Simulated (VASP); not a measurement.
# Br (Pm-3m) in VASP: density of states with PBE

Aim: the density of states of Br with PBE.

All numbers are computed with VASP 6.6.1; they aren't measurements. Logs are shortened: lines on timing, memory, paths and dates and some standing lists are left out, and cuts for length are marked.

## (1) The cell of the first run

Symmetry: Pm-3m, No. 221, cubic system. The conventional cell has a = 3.105 Å, b = 3.105 Å, c = 3.105 Å, α = 90.00°, β = 90.00°, γ = 90.00°. Within 4.1 Å of Br (site symmetry m-3m) lie 6 Br at 3.11 Å.

## (2) Density of states, PBE

File POSCAR:

```
Br
1.0
    3.1053883798      0.0000000000      0.0000000000
    0.0000000000      3.1053883798      0.0000000000
    0.0000000000      0.0000000000      3.1053883798
Br
1
Direct
    0.0000000000      0.0000000000      0.0000000000
```

File INCAR.step1:

```
  ALGO = Normal
  EDIFF = 1E-6
  ENCUT = 400
  GGA = PE
  GGA_COMPAT = False
  ISIF = 2
  ISMEAR = -1
  LASPH = True
  LCHARG = True
  LORBIT = 11
  LREAL = False
  LWAVE = False
  NBANDS = 10
  NEDOS = 2001
  NELM = 120
  PREC = Accurate
  SIGMA = 0.1
```

File KPOINTS.step1:

```
k-points
0
Gamma
  12 12 12
```

File INCAR.step2:

```
  ALGO = Normal
  EDIFF = 1E-6
  ENCUT = 400
  GGA = PE
  GGA_COMPAT = False
  ICHARG = 11
  ISIF = 2
  ISMEAR = -5
  LASPH = True
  LCHARG = False
  LORBIT = 10
  LREAL = False
  LWAVE = False
  NBANDS = 10
  NEDOS = 2001
  NELM = 120
  PREC = Accurate
  SIGMA = 0.1
```

File KPOINTS.step2:

```
k-points
0
Gamma
  18 18 18
```

Potentials or basis: VASP PAW PBE potentials, release 64 (Br).

Run with:

```
$ cat potpaw_PBE.64/Br/POTCAR > POTCAR
$ cp INCAR.step1 INCAR
$ cp KPOINTS.step1 KPOINTS
$ mpirun -np 1 vasp_std > vasp.out
$ cp INCAR.step2 INCAR
$ cp KPOINTS.step2 KPOINTS
$ mpirun -np 1 vasp_std > vasp.out
```

OUTCAR:

```text
EDIFF = 1E-6
   ENCUT = 400
   GGA = PE
   ICHARG = 11
   ISIF = 2
   ISMEAR = -5
   LASPH = True
   LORBIT = 10
   LREAL = False
   NELM = 120
   PREC = Accurate

 ion  position               nearest neighbor table
   1  0.000  0.000  0.000-

  LATTYP: Found a simple cubic cell.
 ALAT       =     3.1053883798

  Lattice vectors:

 A1 = (   3.1053883798,   0.0000000000,   0.0000000000)
 A2 = (   0.0000000000,   3.1053883798,   0.0000000000)
 A3 = (   0.0000000000,   0.0000000000,   3.1053883798)

Analysis of symmetry for initial positions (statically):
=====================================================================
 Subroutine PRICEL returns:
 Original cell was already a primitive cell.

 Routine SETGRP: Setting up the symmetry group for a
 simple cubic supercell.

 Subroutine GETGRP returns: Found 48 space group operations
 (whereof 48 operations were pure point group operations)
 out of a pool of 48 trial point group operations.

The static configuration has the point symmetry O_h .

Analysis of symmetry for dynamics (positions and initial velocities):
=====================================================================
 Subroutine PRICEL returns:
 Original cell was already a primitive cell.

 Routine SETGRP: Setting up the symmetry group for a
 simple cubic supercell.

 Subroutine GETGRP returns: Found 48 space group operations
 (whereof 48 operations were pure point group operations)
 out of a pool of 48 trial point group operations.

The dynamic configuration has the point symmetry O_h .

 Subroutine INISYM returns: Found 48 space group operations
 (whereof 48 operations are pure point group operations),
 and found     1 'primitive' translations

----------------------------------------------------------------------------------------

                                     Primitive cell

  volume of cell :      29.9466

  direct lattice vectors                    reciprocal lattice vectors
     3.105388380  0.000000000  0.000000000     0.322020913  0.000000000  0.000000000
     0.000000000  3.105388380  0.000000000     0.000000000  0.322020913  0.000000000
     0.000000000  0.000000000  3.105388380     0.000000000  0.000000000  0.322020913

  length of vectors
     3.105388380  3.105388380  3.105388380     0.322020913  0.322020913  0.322020913

  position of ions in fractional coordinates (direct lattice)
     0.000000000  0.000000000  0.000000000

  ion indices of the primitive-cell ions
   primitive index   ion index
                 1           1

----------------------------------------------------------------------------------------

 KPOINTS: k-points

Automatic generation of k-mesh.
 Grid dimensions read from file:
 generate k-points for:   18   18   18

 Generating k-lattice:

  Cartesian coordinates                     Fractional coordinates (reciprocal lattice)
     0.017890051  0.000000000  0.000000000     0.055555556  0.000000000  0.000000000
     0.000000000  0.017890051  0.000000000     0.000000000  0.055555556  0.000000000
     0.000000000  0.000000000  0.017890051     0.000000000  0.000000000  0.055555556

  Length of vectors
     0.017890051  0.017890051  0.017890051

  Shift w.r.t. Gamma in fractional coordinates (k-lattice)
     0.000000000  0.000000000  0.000000000

 TETIRR: Found   2900 inequivalent tetrahedra from    34992

 Subroutine IBZKPT returns following result:
 ===========================================

 Found    220 irreducible k-points:

 Following reciprocal coordinates:
            Coordinates               Weight
  0.000000  0.000000  0.000000      1.000000
  0.055556  0.000000  0.000000      6.000000
  0.111111  0.000000  0.000000      6.000000
  0.166667  0.000000  0.000000      6.000000
  0.222222  0.000000  0.000000      6.000000
  0.277778  0.000000  0.000000      6.000000
[... 16 lines left out ...]
  0.277778  0.111111  0.000000     24.000000
  0.333333  0.111111  0.000000     24.000000
 [... further k-points ...]
   k-points           NKPTS =    220   k-points in BZ     NKDIM =    220   number of bands    NBANDS=     10
   number of dos      NEDOS =   2001   number of ions     NIONS =      1
   total plane-waves  NPLWV =   8000
   dimension x,y,z NGX =    20 NGY =   20 NGZ =   20
   dimension x,y,z NGXF=    40 NGYF=   40 NGZF=   40
   ions per type =               1
   NGX,Y,Z   is equivalent  to a cutoff of  10.71, 10.71, 10.71 a.u.
   NGXF,Y,Z  is equivalent  to a cutoff of  21.41, 21.41, 21.41 a.u.
 SYSTEM =  unknown system
   PREC   = accura    normal or accurate (medium, high low for compatibility)
   ISTART =      0    job   : 0-new  1-cont  2-samecut
   ICHARG =     11    charge: 1-file 2-atom 10-const
   ISPIN  =      1    spin polarized calculation?
   LNONCOLLINEAR =      F non collinear calculations
   LSORBIT =      F    spin-orbit coupling
   LASPH  =      T    aspherical Exc in radial PAW
   ENCUT  =  400.0 eV  29.40 Ry    5.42 a.u.   5.06  5.06  5.06*2*pi/ulx,y,z
   NELM   =    120;   NELMIN=  2; NELMDL=  0     # of ELM steps
   EDIFF  = 0.1E-05   stopping-criterion for ELM
   LREAL  =      F    real-space projection
   EDIFFG = 0.1E-04   stopping-criterion for IOM
   NSW    =      0    number of steps for IOM
   IBRION =     -1    ionic relax: 0-MD 1-quasi-New 2-CG
   NFREE  =      0    steps in history (QN), initial steepest desc. (CG)
   ISIF   =      2    stress and relaxation
   ISYM   =      2    0-nonsym 1-usesym 2-fastsym
   POTIM  = 0.5000    time-step for ionic-motion
   TEBEG  =    0.0;   TEEND  =   0.0 temperature during run
   PSTRESS=    0.0 pullay stress
   NELECT =       7.0000    total number of electrons
   NUPDOWN=      -1.0000    fix difference up-down
   EMIN   =  10.00;   EMAX   =-10.00  energy-range for DOS
   EFERMI =   0.00;   METHOD = LEGACY
   ISMEAR =    -5;   SIGMA  =   0.10  broadening in eV -4-tet -1-fermi 0-gaus
   EFERMI_NEDOS =   21; number of points for ismear=-14 and -15
   IALGO  =     38    algorithm
   IMIX   =      4    mixing-type and parameters
     AMIX     =   0.40;   BMIX     =  1.00
     AMIX_MAG =   1.60;   BMIX_MAG =  1.00
  volume/ion in A,a.u.               =      29.95       202.09
  Fermi-wavevector in a.u.,A,eV,Ry     =   1.008459  1.905711 13.836983  1.016990
  Thomas-Fermi vector in A             =   2.141327
   LORBIT       =     10    0 simple, 1 ext, 2 COOP (PROOUT), +10 PAW based schemes
   GGA     = PE    functional components
   LHFCALC =     F    Hartree Fock is set to
   AEXX    =    0.0000 exact exchange contribution
   IVDW    =     0    specifies the selected vdW correction
   LEPSILON=     F    determine dielectric tensor
   LRPA    =     F    only Hartree local field effects (RPA)
 non-spin polarized calculation
 Fermi weights with tetrahedron method with Bloechl corrections
  energy-cutoff  :      400.00
  volume of cell :       29.95
 maximum number of plane-waves:       560

 number of electron       6.9999994 magnetization

 Free energy of the ion-electron system (eV)
  ---------------------------------------------------
  ext. energy  EPLUGINS =         0.00000000
  ---------------------------------------------------
  free energy    TOTEN  =        -1.20607099 eV

  energy without entropy =       -1.20607099  energy(sigma->0) =       -1.20607099

 E-fermi :   0.9868     XC(G=0):  -8.5364

 val. band max:        1.0198972758   @ k =   0.1667   0.0000   0.0000
 cond. band min:       1.0184232304   @ k =   0.2778   0.0556   0.0000
 fundamental gap:     -0.0014740454
 Fermi energy:         0.9867709244

 k-point     1 :       0.0000    0.0000    0.0000
  band No.  band energies     occupation
      1     -14.5542      2.00000
      2       0.8764      2.00000
      3       0.8764      2.00000
      4       0.8764      2.00000
      5       7.4513      0.00000
      6       9.9506      0.00000
      7       9.9506      0.00000
      8      20.6283      0.00000
      9      20.6296      0.00000
     10      20.6677      0.00000

 k-point     2 :       0.0556    0.0000    0.0000
  band No.  band energies     occupation
      1     -14.5318      2.00000
      2       0.6486      2.00000
      3       0.8933      2.00000
      4       0.8933      2.00000
      5       7.5914      0.00000
      6       9.9845      0.00000
      7      10.1588      0.00000
      8      19.9667      0.00000
      9      19.9667      0.00000
     10      20.6545      0.00000

 k-point     3 :       0.1111    0.0000    0.0000
  band No.  band energies     occupation
      1     -14.4661      2.00000
      2       0.0624      2.00000
      3       0.9426      1.98933
      4       0.9426      1.98640
      5       7.9135      0.00000
      6      10.0849      0.00000
      7      10.7734      0.00000
      8      18.9165      0.00000
      9      18.9166      0.00000
     10      20.7410      0.00000

 k-point     4 :       0.1667    0.0000    0.0000
  band No.  band energies     occupation
      1     -14.3622      2.00000
      2      -0.7029      2.00000
      3       1.0199      1.64368
      4       1.0199      0.52591
      5       8.2864      0.00000
      6      10.2474      0.00000
      7      11.7012      0.00000
      8      17.8782      0.00000
      9      17.8782      0.00000
     10      19.8548      0.00000
[... 222 lines left out ...]
 k-point    22 :       0.2222    0.1111    0.0000
  band No.  band energies     occupation
      1     -14.1421      2.00000
      2      -1.4208      2.00000
      3       0.3514      2.02283
      4       1.1816     -0.13078
      5       9.1292      0.00000
      6      11.0753      0.00000
      7      12.7973      0.00000
      8      15.6638      0.00000
      9      17.0123      0.00000
     10      19.5915      0.00000

 k-point    23 :       0.2778    0.1111    0.0000
  band No.  band energies     occupation
      1     -13.9927      2.00000
      2      -2.1705      2.00000
      3       0.4771      2.09528
      4       1.2882     -0.02616
      5       9.5109      0.00000
      6      11.2987      0.00000
      7      13.1525      0.00000
      8      15.4814      0.00000
      9      16.2156      0.00000
     10      19.4923      0.00000

 k-point    24 :       0.3333    0.1111    0.0000
  band No.  band energies     occupation
      1     -13.8436      2.00000
      2      -2.8147      2.00000
      3       0.6014      2.09934
      4       1.3921      0.00000
      5       9.9156      0.00000
      6      11.5078      0.00000
      7      12.8716      0.00000
      8      15.5512      0.00000
      9      15.5574      0.00000
     10      19.7689      0.00000

 [... further k-points ...]
[... 5 lines left out ...]
  --------------------------------------------------------------------------------------
  -------------------------------------------------------------------------------------
  Total       -0.0744046     -0.0744046     -0.0744046     -0.0000000      0.0000000      0.0000000
  in kB       -3.9807286     -3.9807286     -3.9807286     -0.0000000      0.0000000      0.0000000
  external PRESSURE =      -3.9807286 kB  Pullay stress =       0.0000000 kB

 VOLUME and BASIS-vectors are now :
 -----------------------------------------------------------------------------
  energy-cutoff  :      400.00
  volume of cell :       29.95
      direct lattice vectors                 reciprocal lattice vectors
     3.105388380  0.000000000  0.000000000     0.322020913  0.000000000  0.000000000
     0.000000000  3.105388380  0.000000000     0.000000000  0.322020913  0.000000000
     0.000000000  0.000000000  3.105388380     0.000000000  0.000000000  0.322020913

 POSITION                                       TOTAL-FORCE (eV/Angst)
 -----------------------------------------------------------------------------------
      0.00000      0.00000      0.00000         0.000000      0.000000      0.000000
 -----------------------------------------------------------------------------------
    total drift:                               -0.000000      0.000000     -0.000000

  FREE ENERGIE OF THE ION-ELECTRON SYSTEM (eV)
  ---------------------------------------------------
  free  energy   TOTEN  =        -1.2060709870 eV

  energy  without entropy=       -1.2060709870  energy(sigma->0) =       -1.20607099

 total charge

# of ion       s       p       d       tot
------------------------------------------
    1        1.650   3.007   0.019   4.676
```

Wall time 45 s (1 thread of Intel Xeon 8259CL, shared host); peak memory 0.16 GiB.

What came out:

```
Valence electrons inside the program's atomic spheres : Br 4.68
```

Caveat: an odd number of electrons without spin polarisation forces a metal; a magnetic or distorted state may lie lower; tetrahedron occupations give inexact forces and stress in metals.
